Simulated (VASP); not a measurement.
Write the native input for VASP 6.6.1 that does the following.

```yaml
Task: single point
Functional: PBEsol
Potentials_or_basis: VASP PAW PBE potentials, release 64 (Mg, O)
Cutoff: 520 eV
k_mesh: 6 × 6 × 6
Occupations: gaussian, width 0.05 eV
Spin: no spin polarisation
Dipole_correction: no
Further_INCAR_settings: ALGO = Normal; EDIFF = 1e-06; NBANDS = 26
```

The structure of MgO lies in POSCAR:

```
MgO
1.0
    4.2149416169      0.0000000000      0.0000000000
    0.0000000000     -4.2149416169      0.0000000000
    0.0000000000      0.0000000000     -4.2149416169
Mg O
4 4
Direct
   -0.0533482968      0.0533482968      0.0754458849
    0.5000000000      0.5000000000      0.0000000000
    0.5000000000      0.0000000000      0.5000000000
    0.0000000000      0.5000000000      0.5000000000
    0.5000000000      0.0000000000      0.0000000000
    0.0000000000      0.5000000000      0.0000000000
    0.0000000000      0.0000000000      0.5000000000
    0.5000000000      0.5000000000      0.5000000000
```

This cell differs from its parent crystal: atom 1 (Mg) moved by -0.318 Å along [1 1 0] and -0.318 Å along [0 0 1].

The input as run:

INCAR

```
SYSTEM = MgO
PREC     = Accurate       ! precision mode
ENCUT    = 520            ! plane-wave cutoff, eV
EDIFF    = 1E-6           ! SCF threshold, eV
ISMEAR   = 0              ! smearing method
SIGMA    = 0.05           ! smearing width, eV
LREAL    = .FALSE.        ! projectors in reciprocal space
LASPH    = .TRUE.         ! aspherical terms in the spheres
NELM     = 80             ! most SCF steps
ALGO     = Normal         ! electronic algorithm
ISIF     = 2              ! what is computed and relaxed
LWAVE    = .FALSE.        ! write WAVECAR
LCHARG   = .FALSE.        ! write CHGCAR
GGA      = PS             ! functional
NBANDS   = 26             ! bands
```

KPOINTS

```
regular mesh
0
G
  6 6 6
  0 0 0
```

Potentials or basis: VASP PAW PBE potentials, release 64 (Mg, O).

The run is started by

```sh
$ cat potpaw_PBE.64/Mg/POTCAR potpaw_PBE.64/O/POTCAR > POTCAR
$ mpirun -np 1 vasp_std > vasp.out
```

Results of the run:

```yaml
Pressure: 5.3 GPa
Largest_force: 4.825 eV/Å
Band_gap_on_the_k_mesh: 4.56 eV, direct
```

Caveat: the cell differs from its parent crystal (atom 1 (Mg) moved by -0.318 Å along [1 1 0] and -0.318 Å along [0 0 1]); the PAW data sets were made with another functional, which shifts forces and pressure a little.

It took 50 s on 1 thread of AMD EPYC 9R45 96-Core Processor (Zen 5), on a shared host, peak memory 0.21 GiB.
